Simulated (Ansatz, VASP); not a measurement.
Two plane-wave programs on Rh

The input POSCAR:

```
Rh
1.0
    2.0453516453     -3.4664917326      0.0000000000
    2.0453516453      3.4664917326      0.0000000000
    0.0000000000      0.0000000000      4.0961446234
Rh
4
Direct
    0.1525000000      0.8475000000      0.0785000000
    0.6525000000      0.3475000000      0.4215000000
    0.8475000000      0.1525000000      0.9215000000
    0.3475000000      0.6525000000      0.5785000000
```

Contents of INCAR.step1:

```
PREC = Accurate ; ENCUT = 520
ISMEAR = 0 ; SIGMA = 0.1
LREAL = False ; LASPH = True
NELM = 100 ; NBANDS = 38
GGA = PE ; ALGO = Normal
EDIFF = 1E-4 ; LWAVE = True
LCHARG = False
```

INCAR.step2

```
PREC = Accurate ; ENCUT = 520
EDIFF = 1E-7 ; ISMEAR = 0
SIGMA = 0.1 ; LREAL = False
LASPH = True ; NELM = 100
ALGO = Normal ; ISIF = 2
LWAVE = False ; LCHARG = False
METAGGA = R2SCAN ; LMIXTAU = True
NBANDS = 38 ; ISTART = 1
```

The input KPOINTS:

```
regular mesh
0
Gamma
  6 6 4
```

Input for Ansatz:

```yaml
crystal:
  lattice:
    - [2.0453516453, -3.4664917326, 0.0]
    - [2.0453516453, 3.4664917326, 0.0]
    - [0.0, 0.0, 4.0961446234]
  atoms:
    - { symbol: Rh, position: [0.1525, 0.8475, 0.0785] }
    - { symbol: Rh, position: [0.6525, 0.3475, 0.4215] }
    - { symbol: Rh, position: [0.8475, 0.1525, 0.9215] }
    - { symbol: Rh, position: [0.3475, 0.6525, 0.5785] }
basis:
  ecutwfc: 500
kpoints:
  mp_grid: { grid: [6, 6, 4] }
hamiltonian:
  xc: r2scan
scf:
  occupations: { method: gaussian, width: 0.1 }
  lower_state_search: "off"
output:
  forces: true
  stress: true
  eigenvalues: true
```

Alike in both runs: task single point; functional r2SCAN; k mesh 6 × 6 × 4; occupations gaussian, width 0.1 eV; no spin polarisation.

```csv
,VASP,Ansatz
version,VASP 6.6.1,Ansatz 0.2.0
potentials or method,"VASP PAW PBE potentials, release 64 (Rh_pv), cutoff 520 eV","scalar-relativistic, plane waves, PAW"
valence electrons in the cell,60,68
```

```csv
,VASP,Ansatz,Ansatz less VASP
gap on the k mesh at the Fermi level (eV),none,none,-
rms of the force components (eV/Å),0.450,0.424,-0.0257
```

VASP's potentials were made for PBE, not for r2SCAN. Atom by atom the forces differ by 0.037 eV/Å (rms over components). A gap of «none» marks a metal or a gap that the smearing closes. VASP's potentials hold 60 valence electrons a cell and Ansatz's 68, so a difference there can come from the potentials and not from the codes.

The k mesh is coarse, so the values compare programs but aren't converged.
